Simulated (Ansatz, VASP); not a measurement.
Two plane-wave programs on BN

```
B N
1.0
     0.00000    1.77535    1.77535
     1.77535    0.00000    1.77535
     1.77535    1.77535    0.00000
B N
1 1
Direct
  0.00000 0.00000 0.00000
  0.25000 0.25000 0.25000
```

Alike in both runs: task single point; functional PBE; k mesh 10 × 10 × 10; no spin polarisation.

|  | VASP | Ansatz |
| --- | --- | --- |
| version | VASP 6.6.1 | Ansatz 0.2.0 |
| potentials or method | VASP PAW PBE potentials, release 64 (B, N) | plane waves, PAW |
| plane-wave cutoff (eV) | 600 | 420 |
| occupations | gaussian, width 0.01 eV | fixed |
| valence electrons in the cell | 8 | 8 |

Ansatz gave:

- gap on the k mesh at the Fermi level (eV): 4.53
- pressure (GPa): 25.7

Problem. What did VASP give for the same quantities?

Solution. gap on the k mesh at the Fermi level (eV): 4.51; pressure (GPa): 25.9.
